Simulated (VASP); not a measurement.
MgP3H, 10 atoms in the cell. It takes space group R-3c (No. 167, trigonal). Conventional cell: a = 5.463 Å, b = 5.463 Å, c = 17.707 Å, α = 90.00°, β = 90.00°, γ = 120.00°. Within 3.3 Å of Mg (site symmetry -3) lie 6 P at 2.47 Å. H (site symmetry 32) has 3 P at 1.52 Å within 2.0 Å. P (site symmetry 2) has 1 H at 1.52 Å within 2.0 Å. 

* Program: VASP 6.6.1
* Task: single point
* Functional: PBE
* Potentials or basis: VASP PAW PBE potentials, release 64 (Mg, H, P)
* Cutoff: 520 eV
* k mesh: 7 × 7 × 7
* Occupations: fermi-dirac, width 0.1 eV
* Spin: no spin polarisation
* Dipole correction: no
* k mesh for the DOS: 11 × 11 × 11
* Occupations for the DOS: tetrahedron
* Further INCAR settings: ALGO = Normal; EDIFF = 1e-06; NBANDS = 29

Potentials or basis: VASP PAW PBE potentials, release 64 (Mg, H, P).

Command:

```sh
$ cat potpaw_PBE.64/Mg/POTCAR potpaw_PBE.64/H/POTCAR potpaw_PBE.64/P/POTCAR > POTCAR
$ cp INCAR.step1 INCAR
$ cp KPOINTS.step1 KPOINTS
$ mpirun -np 1 vasp_std > vasp.out
$ cp INCAR.step2 INCAR
$ cp KPOINTS.step2 KPOINTS
$ mpirun -np 1 vasp_std > vasp.out
```

Hardware: 1 thread of Intel Xeon 8259CL (shared host).

Question: How long does it take, and how much memory?

Answer: Run time: 14 min on 1 thread of Intel Xeon 8259CL, on a shared host, peak memory 0.65 GiB. Counts: k points 146.
